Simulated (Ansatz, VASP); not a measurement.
Two plane-wave programs on Ni

```
CELL_PARAMETERS angstrom
-1.39673 1.39673 1.39673
1.39673 -1.39673 1.39673
1.39673 1.39673 -1.39673
ATOMIC_POSITIONS crystal
Ni 0.00000 0.00000 0.00000
```

Alike in both runs: task single point; functional r2SCAN; k mesh 22 × 22 × 22; occupations gaussian, width 0.1 eV; collinear spin.

|  | VASP | Ansatz |
| --- | --- | --- |
| version | VASP 6.6.1 | Ansatz 0.2.0 |
| potentials or method | VASP PAW PBE potentials, release 64 (Ni), cutoff 520 eV | scalar-relativistic, plane waves, PAW |
| valence electrons in the cell | 10 | 18 |

VASP gave:

```
gap on the k mesh at the Fermi level (eV)                     : none
pressure (GPa)                                                : -5.3
net moment per atom (μB)                                      : 0.64
size of the moment on the site where the two differ most (μB) : 0.65
```

Question: What did Ansatz give for the same quantities?

Answer: gap on the k mesh at the Fermi level (eV): none; pressure (GPa): -5.9; net moment per atom (μB): 0.65; size of the moment on the site where the two differ most (μB): 0.71.

VASP's potentials were made for PBE, not for r2SCAN. Site moments also hang on the region over which each program counts them. A gap of «none» marks a metal or a gap that the smearing closes. The functional is the same, so the differences come from potentials, cutoffs and numerics. VASP's potentials hold 10 valence electrons a cell and Ansatz's 18, so a difference there can come from the potentials and not from the codes. Ansatz's warnings: stability check not made.
